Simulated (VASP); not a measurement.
# MgH8Cl2O4 in VASP: notebook, part 2 of 3

VASP 6.6.1. Earlier steps stand in the parts before.

### 3 Single point, PBE

This run uses another cell than the first one, of 15.54 Å³/atom, 1.139 times its volume.

Input file INCAR:

```
ALGO     = Normal         # electronic algorithm
EDIFF    = 1E-6           # SCF threshold, eV
ENCUT    = 520            # plane-wave cutoff, eV
GGA      = PE             # functional
GGA_COMPAT= F            
ISIF     = 2              # what is computed and relaxed
ISMEAR   = -1             # smearing method
LASPH    = T              # aspherical terms in the spheres
LCHARG   = F              # write CHGCAR
LREAL    = F              # projectors in reciprocal space
LWAVE    = F              # write WAVECAR
NBANDS   = 37             # bands
NELM     = 120            # most SCF steps
PREC     = Accurate       # precision mode
SIGMA    = 0.05           # smearing width, eV
```

Input file KPOINTS:

```
k-points
0
Gamma
  1 1 1
```

Input file POSCAR:

```
MgH8Cl2O4
1.0
    5.9720710000      0.0000000000      0.0000000000
    0.0000000000      6.0226240000      0.0000000000
    0.0000000000      0.0000000000      6.4814010000
O H Mg Cl
4 8 1 2
Direct
    0.6573096669      0.7632885599      0.4218995245
    0.6665861809      0.1568253306      0.1843737180
    0.2505830892      0.6198461003      0.1808713888
   -0.0903204265      1.0283225385      0.6873822496
    0.5153656077      0.7465184611      0.4957261555
    0.7246397439      0.8495466428      0.5430616004
    0.7513808861      0.1314211214      0.0554972605
    0.6904639948      0.0189950427      0.2719165193
    0.1551890458      0.5731554884      0.3013391703
    0.1482902665      0.5889127397      0.0702317292
    0.0317477806      1.1295408779      0.6762889690
   -0.0508366361      0.9291631023      0.7933624227
    0.5622337712      0.4652789216      0.2344709115
    0.3294334578      0.3028414193      0.5226184894
    0.7956034012      0.5338536824      0.9307555573
```

Potentials or basis: VASP PAW PBE potentials, release 64 (O, H, Mg, Cl).

Command:

```sh
$ cat potpaw_PBE.64/O/POTCAR potpaw_PBE.64/H/POTCAR potpaw_PBE.64/Mg/POTCAR potpaw_PBE.64/Cl/POTCAR > POTCAR
$ mpirun -np 1 vasp_gam > vasp.out
```

OUTCAR:

```text
EDIFF = 1E-6
   ENCUT = 520
   GGA = PE
   ISIF = 2
   ISMEAR = -1
   LASPH = T
   LREAL = F
   NELM = 120
   PREC = Accurate

 ion  position               nearest neighbor table
   1  0.657  0.763  0.422-   5 0.98   6 1.02  13 2.24
   2  0.667  0.157  0.184-   7 0.99   8 1.02  13 1.99
   3  0.251  0.620  0.181-  10 0.96   9 1.01  13 2.11
   4  0.910  0.028  0.687-  12 0.94  11 0.95
   5  0.515  0.747  0.496-   1 0.98
   6  0.725  0.850  0.543-   1 1.02
   7  0.751  0.131  0.055-   2 0.99
   8  0.690  0.019  0.272-   2 1.02
   9  0.155  0.573  0.301-   3 1.01
  10  0.148  0.589  0.070-   3 0.96
  11  0.032  0.130  0.676-   4 0.95
  12  0.949  0.929  0.793-   4 0.94
  13  0.562  0.465  0.234-   2 1.99   3 2.11   1 2.24  15 2.45  14 2.53
  14  0.329  0.303  0.523-  13 2.53
  15  0.796  0.534  0.931-  13 2.45

  LATTYP: Found a simple orthorhombic cell.
 ALAT       =     5.9720710000
 B/A-ratio  =     1.0084649027
 C/A-ratio  =     1.0852853223

  Lattice vectors:

 A1 = (   5.9720710000,   0.0000000000,   0.0000000000)
 A2 = (   0.0000000000,   6.0226240000,   0.0000000000)
 A3 = (   0.0000000000,   0.0000000000,   6.4814010000)

Analysis of symmetry for initial positions (statically):
=====================================================================
 Subroutine PRICEL returns:
 Original cell was already a primitive cell.

 Routine SETGRP: Setting up the symmetry group for a
 simple orthorhombic supercell.

 Subroutine GETGRP returns: Found  1 space group operations
 (whereof  1 operations were pure point group operations)
 out of a pool of  8 trial point group operations.

The static configuration has the point symmetry C_1 .

Analysis of symmetry for dynamics (positions and initial velocities):
=====================================================================
 Subroutine PRICEL returns:
 Original cell was already a primitive cell.

 Routine SETGRP: Setting up the symmetry group for a
 simple orthorhombic supercell.

 Subroutine GETGRP returns: Found  1 space group operations
 (whereof  1 operations were pure point group operations)
 out of a pool of  8 trial point group operations.

The dynamic configuration has the point symmetry C_1 .

 Subroutine INISYM returns: Found  1 space group operations
 (whereof  1 operations are pure point group operations),
 and found     1 'primitive' translations

----------------------------------------------------------------------------------------

                                     Primitive cell

  volume of cell :     233.1200

  direct lattice vectors                    reciprocal lattice vectors
     5.972071000  0.000000000  0.000000000     0.167446100  0.000000000  0.000000000
     0.000000000  6.022624000  0.000000000     0.000000000  0.166040583  0.000000000
     0.000000000  0.000000000  6.481401000     0.000000000  0.000000000  0.154287630
[... 68 lines left out ...]
   k-points           NKPTS =      1   k-points in BZ     NKDIM =      1   number of bands    NBANDS=     37
   number of dos      NEDOS =    301   number of ions     NIONS =     15
   total plane-waves  NPLWV = 110592
   dimension x,y,z NGX =    48 NGY =   48 NGZ =   48
   dimension x,y,z NGXF=    96 NGYF=   96 NGZF=   96
   ions per type =               4   8   1   2
   NGX,Y,Z   is equivalent  to a cutoff of  13.36, 13.25, 12.31 a.u.
   NGXF,Y,Z  is equivalent  to a cutoff of  26.72, 26.50, 24.62 a.u.
 SYSTEM =  unknown system
   PREC   = accura    normal or accurate (medium, high low for compatibility)
   ISTART =      0    job   : 0-new  1-cont  2-samecut
   ICHARG =      2    charge: 1-file 2-atom 10-const
   ISPIN  =      1    spin polarized calculation?
   LNONCOLLINEAR =      F non collinear calculations
   LSORBIT =      F    spin-orbit coupling
   LASPH  =      T    aspherical Exc in radial PAW
   ENCUT  =  520.0 eV  38.22 Ry    6.18 a.u.  11.10 11.20 12.05*2*pi/ulx,y,z
   NELM   =    120;   NELMIN=  2; NELMDL= -5     # of ELM steps
   EDIFF  = 0.1E-05   stopping-criterion for ELM
   LREAL  =      F    real-space projection
   EDIFFG = 0.1E-04   stopping-criterion for IOM
   NSW    =      0    number of steps for IOM
   IBRION =     -1    ionic relax: 0-MD 1-quasi-New 2-CG
   NFREE  =      0    steps in history (QN), initial steepest desc. (CG)
   ISIF   =      2    stress and relaxation
   ISYM   =      2    0-nonsym 1-usesym 2-fastsym
   POTIM  = 0.5000    time-step for ionic-motion
   TEBEG  =    0.0;   TEEND  =   0.0 temperature during run
   PSTRESS=    0.0 pullay stress
   NELECT =      48.0000    total number of electrons
   NUPDOWN=      -1.0000    fix difference up-down
   EMIN   =  10.00;   EMAX   =-10.00  energy-range for DOS
   EFERMI =   0.00;   METHOD = LEGACY
   ISMEAR =    -1;   SIGMA  =   0.05  broadening in eV -4-tet -1-fermi 0-gaus
   EFERMI_NEDOS =   21; number of points for ismear=-14 and -15
   IALGO  =     38    algorithm
   IMIX   =      4    mixing-type and parameters
     AMIX     =   0.40;   BMIX     =  1.00
     AMIX_MAG =   1.60;   BMIX_MAG =  1.00
  volume/ion in A,a.u.               =      15.54       104.88
  Fermi-wavevector in a.u.,A,eV,Ry     =   0.966708  1.826813 12.714979  0.934525
  Thomas-Fermi vector in A             =   2.096532
   LORBIT       =      0    0 simple, 1 ext, 2 COOP (PROOUT), +10 PAW based schemes
   GGA     = PE    functional components
   LHFCALC =     F    Hartree Fock is set to
   AEXX    =    0.0000 exact exchange contribution
   IVDW    =     0    specifies the selected vdW correction
   LEPSILON=     F    determine dielectric tensor
   LRPA    =     F    only Hartree local field effects (RPA)
 non-spin polarized calculation
  energy-cutoff  :      520.00
  volume of cell :      233.12
 maximum number of plane-waves:      3137
 NGX is ok and might be reduce to    48
   NGX = 23   NGY = 23   NGZ = 25

 number of electron      48.0000000 magnetization

 Free energy of the ion-electron system (eV)
  ---------------------------------------------------
  ext. energy  EPLUGINS =         0.00000000
  ---------------------------------------------------
  free energy    TOTEN  =       -68.46888796 eV

  energy without entropy =      -68.46888796  energy(sigma->0) =      -68.46888796

 E-fermi :  -1.3562     XC(G=0):  -6.5134

 val. band max:       -2.5637727385   @ k =   0.0000   0.0000   0.0000
 cond. band min:       1.2845331877   @ k =   0.0000   0.0000   0.0000
 fundamental gap:      3.8483059262
 Fermi energy:        -1.3562015949

 k-point     1 :       0.0000    0.0000    0.0000
  band No.  band energies     occupation
      1     -22.9939      2.00000
      2     -22.6269      2.00000
      3     -22.2742      2.00000
      4     -22.1238      2.00000
      5     -15.0216      2.00000
      6     -14.6445      2.00000
[... 28 lines left out ...]
     35       7.2785      0.00000
     36       7.4997      0.00000
 [bands above 36 left out]

------------------------ aborting loop because EDIFF is reached ----------------------------------------

  FORCE on cell =-STRESS in cart. coord.  units (eV):
  Direction    XX          YY          ZZ          XY          YZ          ZX
  --------------------------------------------------------------------------------------
  -------------------------------------------------------------------------------------
  Total       -0.1148910     -0.5233252     -0.9026357     -0.0418239     -1.0944998      2.1002273
  in kB       -0.7896180     -3.5966867     -6.2035957     -0.2874458     -7.5222307     14.4343517
  external PRESSURE =      -3.5299668 kB  Pullay stress =       0.0000000 kB

 VOLUME and BASIS-vectors are now :
 -----------------------------------------------------------------------------
  energy-cutoff  :      520.00
  volume of cell :      233.12
      direct lattice vectors                 reciprocal lattice vectors
     5.972071000  0.000000000  0.000000000     0.167446100  0.000000000  0.000000000
     0.000000000  6.022624000  0.000000000     0.000000000  0.166040583  0.000000000
     0.000000000  0.000000000  6.481401000     0.000000000  0.000000000  0.154287630

 POSITION                                       TOTAL-FORCE (eV/Angst)
 -----------------------------------------------------------------------------------
      3.92550      4.59700      2.73450        -0.245381      0.561283      1.403077
      3.98090      0.94450      1.19500         0.813662     -1.537192      0.065409
      1.49650      3.73310      1.17230         0.145888     -0.116894      1.642284
      5.43267      0.17058      4.45520        -1.673178     -0.128231     -0.758351
      3.07780      4.49600      3.21300        -0.751100     -0.240586     -0.345108
      4.32760      5.11650      3.51980         1.085039     -0.345644     -1.048343
      4.48730      0.79150      0.35970        -0.290981      0.344323      0.311206
      4.12350      0.11440      1.76240        -0.674047      0.939003     -0.533702
      0.92680      3.45190      1.95310         0.959489      0.127660     -0.470139
      0.88560      3.54680      0.45520        -0.819180     -0.123880     -1.364349
      0.18960      0.78018      4.38330         1.066404      1.034654     -0.551627
      5.66847      5.59600      5.14210         0.421758     -1.412262      1.315454
      3.35770      2.80220      1.51970        -0.254635      0.065795      0.089012
      1.96740      1.82390      3.38730         0.225287      0.364002     -0.062933
      4.75140      3.21520      6.03260        -0.009026      0.467969      0.308108
 -----------------------------------------------------------------------------------
    total drift:                                0.001092     -0.001377     -0.001256

  FREE ENERGIE OF THE ION-ELECTRON SYSTEM (eV)
  ---------------------------------------------------
  free  energy   TOTEN  =       -68.4688879582 eV

  energy  without entropy=      -68.4688879581  energy(sigma->0) =      -68.46888796
```

It took 13 s on 1 thread of AMD EPYC 9R45 (Zen 5), shared host; peak memory 0.27 GiB.

What came out:

```
Free energy            : -68.4689 eV
Pressure               : -0.4 GPa
Largest force          : 1.976 eV/Å
Band gap on the k mesh : 3.85 eV
```

Forces on the atoms (eV/Å):
```
O   -0.245  0.561  1.403
O    0.814 -1.537  0.065
O    0.146 -0.117  1.642
O   -1.673 -0.128 -0.758
H   -0.751 -0.241 -0.345
H    1.085 -0.346 -1.048
H   -0.291  0.344  0.311
H   -0.674  0.939 -0.534
H    0.959  0.128 -0.470
H   -0.819 -0.124 -1.364
H    1.066  1.035 -0.552
H    0.422 -1.412  1.315
Mg  -0.255  0.066  0.089
Cl   0.225  0.364 -0.063
Cl  -0.009  0.468  0.308
```

Stress tensor (GPa, compression positive):
```
-0.08 -0.03  1.44
-0.03 -0.36 -0.75
 1.44 -0.75 -0.62
```

Levels at points of the mesh, in eV from the valence-band top:
```csv
k point,band 21,band 22,band 23,band 24,band 25,band 26,band 27,band 28
"(0.00, 0.00, 0.00)",-0.60,-0.43,-0.18,0.00,3.85,6.57,6.89,7.30
```

Caveat: the k points lie up to 1.05 Å⁻¹ apart.

### 4 Single point, PBE

This run uses another cell than the first one, of 17.09 Å³/atom, 1.253 times its volume.

Input file INCAR:

```
PREC = Accurate
ENCUT = 520
EDIFF = 1E-6
ISMEAR = -1
SIGMA = 0.05
LREAL = F
LASPH = T
NELM = 120
ALGO = Normal
ISIF = 2
LWAVE = F
LCHARG = F
GGA = PE
NBANDS = 37
GGA_COMPAT = F
```

Input file KPOINTS:

```
Automatic mesh
0
Gamma
  1 1 1
```

Input file POSCAR:

```
MgH8Cl2O4
1.0
    6.0311440000      0.0000000000      0.0000000000
    0.0000000000      6.1372690000      0.0000000000
    0.0000000000      0.0000000000      6.9265300000
O H Mg Cl
4 8 1 2
Direct
    0.6482849688      0.7365328129      0.4163556644
    0.6195010433      0.1650245410      0.1824723202
    0.2344331357      0.5587990359      0.2141476324
   -0.0360296488      0.8803427062      0.6803550984
    0.6507057368      0.6868690292      0.5637021712
    0.7742312238      0.8197783086      0.3813453490
    0.6954070405      0.1233610585      0.0676673601
    0.5454189122      0.0578107298      0.2659628992
    0.1796508258      0.5042307906      0.3374561288
    0.1026173476      0.5283131634      0.1271921150
    0.0341228795      1.0099606193      0.7208082546
    0.0437893706      0.7691368913      0.7523391944
    0.5550688228      0.4672762429      0.2461694384
    0.3904566033      0.3229123573      0.5306697582
    0.8269077973      0.5269281826      0.9777334394
```

Command:

```sh
$ cat potpaw_PBE.64/O/POTCAR potpaw_PBE.64/H/POTCAR potpaw_PBE.64/Mg/POTCAR potpaw_PBE.64/Cl/POTCAR > POTCAR
$ mpirun -np 1 vasp_gam > vasp.out
```

Run time: 15 s. Hardware: 1 thread of AMD EPYC 9R45 (Zen 5), shared host; peak memory 0.29 GiB.

It converged, with:

```yaml
Free_energy: -68.2601 eV
Pressure: 0.9 GPa
Largest_force: 3.382 eV/Å
Band_gap_on_the_k_mesh: 3.88 eV
```

Forces on the atoms (eV/Å):
```
O   -1.581 -2.087  2.140
O   -0.589  0.170  1.161
O   -0.666  0.224 -0.952
O   -0.390 -1.109 -0.358
H    0.328  1.261 -2.900
H    1.462  0.673  0.529
H    0.300 -0.837 -0.778
H    0.290 -0.212 -0.556
H    0.291 -0.146  0.641
H    0.504  0.372 -0.190
H    0.688  1.607  0.181
H   -0.193 -0.279  0.012
Mg  -0.070  0.774  0.016
Cl   0.028 -0.371  0.831
Cl  -0.402 -0.039  0.223
```

Stress tensor (GPa, compression positive):
```
 1.00  0.34  0.91
 0.34  2.45  0.19
 0.91  0.19 -0.75
```

Levels at points of the mesh, in eV from the valence-band top:
```tsv
k point	band 22	band 23	band 24	band 25	band 26	band 27
(0.00, 0.00, 0.00)	-0.47	-0.20	0.00	3.88	6.59	7.13
```

Caveat: the k points lie up to 1.04 Å⁻¹ apart.

(Continued in part 3 of 3.)
